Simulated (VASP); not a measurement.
# Cu (P6_3/mmc) in VASP: elastic constants with LDA

Aim: the elastic constants of Cu with LDA.

Program: VASP 6.6.1. These are calculated values, not measurements. Logs are shortened: lines on timing, memory, paths and dates and some standing lists are left out, and cuts for length are marked.

### 1 The cell of the first run

Symmetry: P6_3/mmc, No. 194, hexagonal system. Conventional cell: a = 2.464 Å, b = 2.464 Å, c = 4.042 Å, α = 90.00°, β = 90.00°, γ = 120.00°. Cu (site symmetry -6m2) has 12 Cu at 2.46 to 2.47 Å within 3.3 Å.

This isn't the form of Cu at room conditions, which is fcc.

### 2 Elastic constants, LDA

Input file INCAR:

```
PREC     = Accurate       # precision mode
ENCUT    = 600            # plane-wave cutoff, eV
EDIFF    = 1E-8           # SCF threshold, eV
ISMEAR   = -1             # smearing method
SIGMA    = 0.15           # smearing width, eV
LREAL    = F              # projectors in reciprocal space
LASPH    = T              # aspherical terms in the spheres
NELM     = 100            # most SCF steps
ALGO     = Fast           # electronic algorithm
ISIF     = 3              # what is computed and relaxed
LWAVE    = F              # write WAVECAR
LCHARG   = F              # write CHGCAR
NBANDS   = 18             # bands
IBRION   = 6              # ionic algorithm
NFREE    = 2            
POTIM    = 0.015          # step
NSW      = 1              # ionic steps
```

Input file KPOINTS:

```
Automatic mesh
0
Gamma
  18 18 10
```

Input file POSCAR:

```
Cu
1.0
    2.4644896815      0.0000000000      0.0000000000
   -1.2322448408      2.1343106716      0.0000000000
    0.0000000000      0.0000000000      4.0424245063
Cu
2
Direct
    0.3333333333      0.6666666667      0.2500000000
    0.6666666667      0.3333333333      0.7500000000
```

Potentials or basis: VASP PAW LDA potentials, release 64 (Cu).

The run is started by

```sh
cat potpaw_LDA.64/Cu/POTCAR > POTCAR
mpirun -np 1 vasp_std > vasp.out
```

OUTCAR:

```text
PREC = Accurate
   ENCUT = 600
   EDIFF = 1E-8
   ISMEAR = -1
   LREAL = F
   LASPH = T
   NELM = 100
   ISIF = 3
   IBRION = 6
   NFREE = 2
   POTIM = 0.015
   NSW = 1

 ion  position               nearest neighbor table
   1  0.333  0.667  0.250-   2 2.47   2 2.47   2 2.47   2 2.47   2 2.47   2 2.47
   2  0.667  0.333  0.750-   1 2.47   1 2.47   1 2.47   1 2.47   1 2.47   1 2.47

  LATTYP: Found a hexagonal cell.
 ALAT       =     2.4644896815
 C/A-ratio  =     1.6402683836

  Lattice vectors:

 A1 = (   2.4644896815,   0.0000000000,   0.0000000000)
 A2 = (  -1.2322448408,   2.1343106716,   0.0000000000)
 A3 = (   0.0000000000,   0.0000000000,   4.0424245063)

Analysis of symmetry for initial positions (statically):
=====================================================================
 Subroutine PRICEL returns:
 Original cell was already a primitive cell.

 Routine SETGRP: Setting up the symmetry group for a
 hexagonal supercell.

 Subroutine GETGRP returns: Found 24 space group operations
 (whereof 12 operations were pure point group operations)
 out of a pool of 24 trial point group operations.

The static configuration has the point symmetry D_3d.
 The point group associated with its full space group is D_6h.

Analysis of symmetry for dynamics (positions and initial velocities):
=====================================================================
 Subroutine PRICEL returns:
 Original cell was already a primitive cell.

 Routine SETGRP: Setting up the symmetry group for a
 hexagonal supercell.

 Subroutine GETGRP returns: Found 24 space group operations
 (whereof 12 operations were pure point group operations)
 out of a pool of 24 trial point group operations.

The dynamic configuration has the point symmetry D_3d.
 The point group associated with its full space group is D_6h.

 Subroutine INISYM returns: Found 24 space group operations
 (whereof 12 operations are pure point group operations),
 and found     1 'primitive' translations

----------------------------------------------------------------------------------------

                                     Primitive cell

  volume of cell :      21.2631

  direct lattice vectors                    reciprocal lattice vectors
     2.464489681  0.000000000  0.000000000     0.405763517  0.234267676  0.000000000
    -1.232244841  2.134310672  0.000000000     0.000000000  0.468535351  0.000000000
     0.000000000  0.000000000  4.042424506     0.000000000  0.000000000  0.247376296

  length of vectors
     2.464489681  2.464489682  4.042424506     0.468535351  0.468535351  0.247376296

  position of ions in fractional coordinates (direct lattice)
     0.333333333  0.666666667  0.250000000
     0.666666667  0.333333333  0.750000000

  ion indices of the primitive-cell ions
   primitive index   ion index
                 1           1
                 2           2

----------------------------------------------------------------------------------------

 KPOINTS: Automatic mesh

Automatic generation of k-mesh.
 Grid dimensions read from file:
 generate k-points for:   18   18   10

 Generating k-lattice:

  Cartesian coordinates                     Fractional coordinates (reciprocal lattice)
     0.022542418  0.013014871  0.000000000     0.055555556  0.000000000  0.000000000
     0.000000000  0.026029742  0.000000000     0.000000000  0.055555556  0.000000000
     0.000000000  0.000000000  0.024737630     0.000000000  0.000000000  0.100000000

  Length of vectors
     0.026029742  0.026029742  0.024737630

  Shift w.r.t. Gamma in fractional coordinates (k-lattice)
     0.000000000  0.000000000  0.000000000

 Subroutine IBZKPT returns following result:
 ===========================================

 Found    222 irreducible k-points:

[... 67 lines left out ...]
  Fermi-wavevector in a.u.,A,eV,Ry     =   1.655796  3.129001 37.302562  2.741661
  Thomas-Fermi vector in A             =   2.743831
   LORBIT       =      0    0 simple, 1 ext, 2 COOP (PROOUT), +10 PAW based schemes
   GGA     = CA    functional components
   LHFCALC =     F    Hartree Fock is set to
   AEXX    =    0.0000 exact exchange contribution
   IVDW    =     0    specifies the selected vdW correction
   LEPSILON=     F    determine dielectric tensor
   LRPA    =     F    only Hartree local field effects (RPA)
 finite differences with symmetry
 non-spin polarized calculation
 RMM-DIIS sequential band-by-band and
  energy-cutoff  :      600.00
  volume of cell :       21.26
 maximum number of plane-waves:       756
 NGX is ok and might be reduce to    20
   NGX =  9   NGY =  9   NGZ = 17

--------------------------------------- Ionic step        1  -------------------------------------------

 number of electron      21.9999998 magnetization

 Free energy of the ion-electron system (eV)
  ---------------------------------------------------
  ext. energy  EPLUGINS =         0.00000000
  ---------------------------------------------------
  free energy    TOTEN  =        -9.40727738 eV

  energy without entropy =       -9.36001327  energy(sigma->0) =       -9.38364533

------------------------ aborting loop because EDIFF is reached ----------------------------------------

  FORCE on cell =-STRESS in cart. coord.  units (eV):
  Direction    XX          YY          ZZ          XY          YZ          ZX
  --------------------------------------------------------------------------------------
  -------------------------------------------------------------------------------------
  Total        0.7842162      0.7842162      0.7752428     -0.0000000     -0.0000000      0.0000000
  in kB       59.0907963     59.0907963     58.4146486     -0.0000000     -0.0000000      0.0000000
  external PRESSURE =      58.8654137 kB  Pullay stress =       0.0000000 kB
[... 89 lines left out ...]
  FREE ENERGIE OF THE ION-ELECTRON SYSTEM (eV)
  ---------------------------------------------------
  free  energy   TOTEN  =        -9.3902967792 eV

  energy  without entropy=       -9.3430270043  energy(sigma->0) =       -9.36666189

[... ionic steps 4 to 14 ...]

--------------------------------------- Ionic step       15  -------------------------------------------

 number of electron      21.9999997 magnetization

------------------------ aborting loop because EDIFF is reached ----------------------------------------
[... 67 lines left out ...]
--------------------------------------- Ionic step       17  -------------------------------------------

 number of electron      22.0000003 magnetization

 Free energy of the ion-electron system (eV)
  ---------------------------------------------------
  ext. energy  EPLUGINS =         0.00000000
  ---------------------------------------------------
  free energy    TOTEN  =        -9.40619332 eV

  energy without entropy =       -9.35894118  energy(sigma->0) =       -9.38256725

 E-fermi :   8.7140     XC(G=0): -13.7290

 val. band max:        8.6983180841   @ k =   0.4444   0.0000   0.5000
 cond. band min:       8.7194214984   @ k =   0.3333   0.0556   0.4000
 fundamental gap:      0.0211034143
 Fermi energy:         8.7140345078

 k-point     1 :       0.0000    0.0000    0.0000
  band No.  band energies     occupation
      1      -1.4457      2.00000
      2       2.9669      2.00000
      3       5.2851      2.00000
      4       5.3753      2.00000
      5       5.3753      2.00000
      6       5.6174      2.00000
[... 481 lines left out ...]
      5       5.2329      2.00000
      6       5.4073      2.00000
[... 10 lines left out ...]
     17      21.9397      0.00000
     18      28.6191      0.00000

 [... further k-points ...]

------------------------ aborting loop because EDIFF is reached ----------------------------------------

  FORCE on cell =-STRESS in cart. coord.  units (eV):
  Direction    XX          YY          ZZ          XY          YZ          ZX
  --------------------------------------------------------------------------------------
  -------------------------------------------------------------------------------------
  Total        0.7916315      0.7916315      0.7868488     -0.0000000      0.0000000     -0.0000000
  in kB       59.6495391     59.6495391     59.2891632     -0.0000000      0.0000000     -0.0000000
  external PRESSURE =      59.5294138 kB  Pullay stress =       0.0000000 kB
[... 17 lines left out ...]
  FREE ENERGIE OF THE ION-ELECTRON SYSTEM (eV)
  ---------------------------------------------------
  free  energy   TOTEN  =        -9.4061933157 eV

  energy  without entropy=       -9.3589411818  energy(sigma->0) =       -9.38256725

 INTERNAL STRAIN TENSORS FROM STRAINED CELLS
 ============================================

 INTERNAL STRAIN TENSOR FOR ION    1 for displacements in x,y,z  (eV/Angst):
          X           Y           Z          XY          YZ          ZX
  --------------------------------------------------------------------------------
  x     0.00000    -0.00000     0.00000    -2.14508     0.00000     0.00000
  y    -2.14858     2.14219    -0.00000    -0.00006    -0.00029    -0.00001
  z    -0.00000     0.00000     0.00000     0.00000    -0.00223     0.00000

 INTERNAL STRAIN TENSORS FROM DISPLACED ATOMS
 ============================================

 INTERNAL STRAIN TENSOR FOR ION    1 for displacements in x,y,z  (eV/Angst):
          X           Y           Z          XY          YZ          ZX
  --------------------------------------------------------------------------------
  x     0.00000    -0.00000     0.00000    -2.15145     0.00000     0.00000
  y    -2.15145     2.15145     0.00000    -0.00000     0.00000     0.00000
  z    -0.00000    -0.00000     0.00000    -0.00000     0.00000     0.00000

 INTERNAL STRAIN TENSOR FOR ION    2 for displacements in x,y,z  (eV/Angst):
          X           Y           Z          XY          YZ          ZX
  --------------------------------------------------------------------------------
  x    -0.00000     0.00000    -0.00000     2.15145     0.00000     0.00000
  y     2.15145    -2.15145     0.00000     0.00000     0.00000     0.00000
  z     0.00000     0.00000    -0.00000     0.00000     0.00000     0.00000

 Eigenvectors and eigenvalues of the dynamical matrix
 ----------------------------------------------------

   1 f  =    8.628783 THz    54.216240 2PiTHz  287.825204 cm-1    35.685761 meV
             X         Y         Z           dx          dy          dz
     -0.000000  1.422874  1.010606     0.000000    0.000000   -0.707107
      1.232245  0.711437  3.031818     0.000000    0.000000    0.707107
[... 16 lines left out ...]
   5 f  =    0.000000 THz     0.000000 2PiTHz    0.000000 cm-1     0.000000 meV
             X         Y         Z           dx          dy          dz
     -0.000000  1.422874  1.010606     0.000000    0.000000    0.707107
      1.232245  0.711437  3.031818     0.000000    0.000000    0.707107

   6 f/i=    0.000000 THz     0.000000 2PiTHz    0.000001 cm-1     0.000000 meV
             X         Y         Z           dx          dy          dz
     -0.000000  1.422874  1.010606    -0.632038    0.317061    0.000000
      1.232245  0.711437  3.031818    -0.632038    0.317061    0.000000

--------------------------------------------------------------------------------------------------------

 ELASTIC MODULI CONTR FROM IONIC RELAXATION (kBar)
 Direction    XX          YY          ZZ          XY          YZ          ZX
 --------------------------------------------------------------------------------
 XX        -207.5517    207.5517     -0.0000      0.0000      0.0000      0.0000
 YY         207.5517   -207.5517      0.0000      0.0000      0.0000      0.0000
 ZZ          -0.0000     -0.0000     -0.0000      0.0000      0.0000      0.0000
 XY           0.0000      0.0000      0.0000   -207.5517      0.0000      0.0000
 YZ           0.0000      0.0000      0.0000      0.0000      0.0000      0.0000
 ZX           0.0000      0.0000      0.0000      0.0000      0.0000      0.0000
 --------------------------------------------------------------------------------

 TOTAL ELASTIC MODULI (kBar)
 Direction    XX          YY          ZZ          XY          YZ          ZX
 --------------------------------------------------------------------------------
 XX        3035.4794   1869.1141   1294.1047     -0.0000      0.0000     -0.0000
 YY        1869.1141   3035.4794   1294.1047     -0.0000     -0.0000      0.0000
 ZZ        1294.1047   1294.1047   3568.5717     -0.0000      0.0000      0.0000
 XY          -0.0000     -0.0000     -0.0000    583.1826     -0.0000      0.0000
 YZ           0.0000     -0.0000      0.0000      0.0000    529.4334     -0.0000
 ZX           0.0000      0.0000      0.0000      0.0000     -0.0000    529.4334
 --------------------------------------------------------------------------------
```

It took 70 min on 1 thread of Oxide Virtual Turin-like, shared host; peak memory 0.72 GiB.

Results:

* Voigt bulk modulus: 206 GPa
* Highest phonon frequency at Γ: 288 cm⁻¹

Phonon frequencies in cm⁻¹ (negative: imaginary):
```
              q point        frequencies
(0.000, 0.000, 0.000)  0 0 0 120 120 288
```

Elastic tensor in Voigt notation (GPa, in the Cartesian axes of the cell as first typed):
```
304 187 129   0   0   0
187 304 129   0   0   0
129 129 357   0   0   0
  0   0   0  53   0   0
  0   0   0   0  53   0
  0   0   0   0   0  58
```

Clamped-ion elastic tensor (GPa):
```
324 166 129   0   0   0
166 324 129   0   0   0
129 129 357   0   0   0
  0   0   0  53   0   0
  0   0   0   0  53   0
  0   0   0   0   0  79
```

Caveat: the cell is under stress, which shifts elastic constants.
